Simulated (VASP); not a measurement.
A run of VASP 6.6.1 is set up as follows.

INCAR

```
SYSTEM = BP4
ALGO = Normal ; EDIFF = 1E-6
ENCUT = 520 ; GGA = PE
ISIF = 2 ; ISMEAR = 0
LASPH = .TRUE. ; LCHARG = .TRUE.
LELF = .TRUE. ; LREAL = .FALSE.
LVHAR = .TRUE. ; LWAVE = .FALSE.
NBANDS = 20 ; NELM = 60
PREC = Accurate ; SIGMA = 0.1
```

KPOINTS

```
k-points
0
G
  6 6 2
  0 0 0
```

POSCAR

```
BP4
1.0
    3.0455197900      0.0000000000      0.0000000000
   -1.5227599000      2.6374975100      0.0000000000
    0.0000000000      0.0000000000      9.7928122000
B P
1 4
Direct
    0.0000000000      0.0000000000      0.0000000000
    0.3333333300      0.6666666700      0.8658552800
    0.3333333300      0.6666666700      0.3767953500
    0.6666666700      0.3333333300      0.1341447200
    0.6666666700      0.3333333300      0.6232046500
```

Potentials or basis: VASP PAW PBE potentials, release 64 (B, P).

Command:

```bash
$ cat potpaw_PBE.64/B/POTCAR potpaw_PBE.64/P/POTCAR > POTCAR
$ mpirun -np 1 vasp_std > vasp.out
```

(1) Predict the pressure.

(2) Predict the largest force.

Results:

(1) -13.8 GPa.

(2) 1.269 eV/Å.

Caveat: the k points lie up to 0.40 Å⁻¹ apart, too coarse for converged energies and pressures of a metal; forces of over 1 eV/Å act on the atoms, so gaps and moduli don't describe the material at rest.
